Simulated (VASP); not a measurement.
Write the native input for VASP 6.6.1 that does the following.

```
Task                   : single point
Functional             : r2SCAN
Dispersion             : rVV10
Potentials or basis    : VASP PAW PBE potentials, release 64 (Cu, Ga_d, Se)
Cutoff                 : 520 eV
k mesh                 : 10 × 10 × 10
Occupations            : fermi-dirac, width 0.03 eV
Spin                   : no spin polarisation
Dipole correction      : no
Further INCAR settings : ALGO = Normal; EDIFF = 1e-07; NBANDS = 26
```

The system is GaCuSe2.

```
Cu Ga Se
1.0
     1.85043    1.06834    6.04469
    -1.85043    1.06834    6.04469
     0.00000   -2.13669    6.04469
Cu Ga Se
1 1 2
Direct
  0.00000 0.00000 0.00000
  0.50000 0.50000 0.50000
  0.25165 0.25165 0.25165
  0.74835 0.74835 0.74835
```

The input as run:

POSCAR

```
GaCuSe2
1.0
    1.8504271643      1.0683446215      6.0446874632
   -1.8504271643      1.0683446215      6.0446874632
    0.0000000000     -2.1366892429      6.0446874632
Cu Ga Se
1 1 2
Direct
    1.0000000000      0.0000000000      0.0000000000
    0.5000000000      0.5000000000      0.5000000000
    0.2516510726      0.2516510726      0.2516510726
    0.7483489274      0.7483489274      0.7483489274
```

INCAR.step1

```
SYSTEM = GaCuSe2
ALGO     = Normal         ! electronic algorithm
EDIFF    = 1E-4           ! SCF threshold, eV
ENCUT    = 520            ! plane-wave cutoff, eV
GGA      = PE             ! functional
ISMEAR   = -1             ! smearing method
LASPH    = .TRUE.         ! aspherical terms in the spheres
LCHARG   = .FALSE.        ! write CHGCAR
LREAL    = .FALSE.        ! projectors in reciprocal space
LWAVE    = .TRUE.         ! write WAVECAR
NBANDS   = 26             ! bands
NELM     = 80             ! most SCF steps
PREC     = Accurate       ! precision mode
SIGMA    = 0.03           ! smearing width, eV
```

INCAR.step2

```
SYSTEM = GaCuSe2
ALGO     = Normal         ! electronic algorithm
BPARAM   = 11.95        
CPARAM   = 0.0093       
EDIFF    = 1E-7           ! SCF threshold, eV
ENCUT    = 520            ! plane-wave cutoff, eV
ISIF     = 2              ! what is computed and relaxed
ISMEAR   = -1             ! smearing method
ISTART   = 1            
IVDW_NL  = 2            
LASPH    = .TRUE.         ! aspherical terms in the spheres
LCHARG   = .FALSE.        ! write CHGCAR
LMIXTAU  = .TRUE.       
LREAL    = .FALSE.        ! projectors in reciprocal space
LUSE_VDW = .TRUE.       
LWAVE    = .FALSE.        ! write WAVECAR
METAGGA  = R2SCAN         ! meta-GGA
NBANDS   = 26             ! bands
NELM     = 80             ! most SCF steps
PREC     = Accurate       ! precision mode
SIGMA    = 0.03           ! smearing width, eV
```

KPOINTS

```
k-points
0
G
  10 10 10
  0 0 0
```

Potentials or basis: VASP PAW PBE potentials, release 64 (Cu, Ga_d, Se).

Launch:

```console
$ cat potpaw_PBE.64/Cu/POTCAR potpaw_PBE.64/Ga_d/POTCAR potpaw_PBE.64/Se/POTCAR > POTCAR
$ cp INCAR.step1 INCAR
$ mpirun -np 1 vasp_std > vasp.out
$ cp INCAR.step2 INCAR
$ mpirun -np 1 vasp_std > vasp.out
```

Results of the run:

- Pressure: 0.3 GPa
- Largest force: 0.046 eV/Å
- Band gap on the k mesh: zero (bands 18 and 19 overlap by 0.52 eV)

Caveat: the PAW data sets were made with another functional, which shifts forces and pressure a little.

Run time: 33 min on 1 thread of Intel(R) Xeon(R) Platinum 8259CL CPU @ 2.50GHz (Skylake/Cascade Lake) (shared host), peak memory 0.9 GiB.
